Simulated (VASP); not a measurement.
Crystal: TaBr.

```
Ta Br
1.0
     0.00000    3.04900    3.04900
     3.04900    0.00000    3.04900
     3.04900    3.04900    0.00000
Ta Br
1 1
Cartesian
  0.0000 0.0000 0.0000
  4.5735 4.5735 4.5735
```

* Program: VASP 6.6.1
* Task: relaxation of cell and atoms
* Functional: PBE
* Potentials or basis: VASP PAW PBE potentials, release 64 (Ta_pv, Br)
* Cutoff: 600 eV
* k mesh: 6 × 6 × 6
* Occupations: gaussian, width 0.1 eV
* Spin: collinear spin, ferromagnetic start
* Starting moments: [1.0, 0.0] μB

At the start: pressure -6.2 GPa; volume 28.34 Å³/atom.

Task: Where does the relaxation end?

Result: Over 4 steps the energy falls by 79.8 meV/atom and the volume is 24.71 Å³/atom (-12.8 %); space group F-43m (No. 216, to 0.05 Å); moment 0.00 μB per cell.

The path:
```tsv
step	energy change (eV)	largest force (eV/Å)	pressure (GPa)	volume (Å³)
1	0.0000	0.0000	-6.24	56.69
2	-0.1491	0.0000	2.65	48.11
3	-0.1590	0.0000	-0.55	49.70
4	-0.1595	0.0000	-0.02	49.42
```

Final structure:
```
Ta Br
1.0
     0.00000    2.91266    2.91266
     2.91266    0.00000    2.91266
     2.91266    2.91266    0.00000
Ta Br
1 1
Cartesian
  5.8253 5.8253 5.8253
  4.3690 4.3690 4.3690
```
